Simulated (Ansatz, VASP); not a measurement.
# PbSe: VASP beside Ansatz

The input INCAR:

```
PREC = Accurate ; ENCUT = 500
EDIFF = 1E-6 ; ISMEAR = 0
SIGMA = 0.1 ; LREAL = F
LASPH = T ; NELM = 120
ALGO = Normal ; ISIF = 2
LWAVE = F ; LCHARG = T
GGA = PE ; LELF = T
LVHAR = T ; NBANDS = 17
GGA_COMPAT = F
```

KPOINTS

```
Automatic mesh
0
Gamma
  6 6 6
```

The input POSCAR:

```
PbSe
1.0
    0.0000000000      3.0908235400      3.0908235400
    3.0908235400      0.0000000000      3.0908235400
    3.0908235400      3.0908235400      0.0000000000
Pb Se
1 1
Direct
    0.0000000000      0.0000000000      0.0000000000
    0.5000000000      0.5000000000      0.5000000000
```

Input for Ansatz:

```yaml
crystal:
  lattice:
    - [0.0, 3.09082354, 3.09082354]
    - [3.09082354, 0.0, 3.09082354]
    - [3.09082354, 3.09082354, 0.0]
  atoms:
    - { symbol: Pb, position: [0.0, 0.0, 0.0] }
    - { symbol: Se, position: [0.5, 0.5, 0.5] }
basis:
  ecutwfc: 420
kpoints:
  mp_grid: { grid: [6, 6, 6] }
hamiltonian:
  xc: pbe
scf:
  occupations: { method: gaussian, width: 0.1 }
output:
  forces: true
  stress: true
  eigenvalues: true
```

Alike in both runs: task single point; functional PBE; k mesh 6 × 6 × 6; occupations gaussian, width 0.1 eV; no spin polarisation.

|  | VASP | Ansatz |
| --- | --- | --- |
| version | VASP 6.6.1 | Ansatz 0.2.0 |
| potentials or method | VASP PAW PBE potentials, release 64 (Pb_d, Se), cutoff 500 eV | scalar-relativistic, plane waves, PAW |
| valence electrons in the cell | 20 | 30 |

Ansatz gave:

| Item | Value |
| --- | --- |
| gap on the k mesh at the Fermi level (eV) | 0.38 |
| least direct gap on the mesh (eV) | 0.38 |
| pressure (GPa) | 0.8 |

Q: Which values does VASP return?

A: gap on the k mesh at the Fermi level (eV): 0.39; least direct gap on the mesh (eV): 0.39; pressure (GPa): 0.8.

VASP's potentials hold 20 valence electrons a cell and Ansatz's 30, so a difference there can come from the potentials and not from the codes.

Spin-orbit coupling is off throughout.
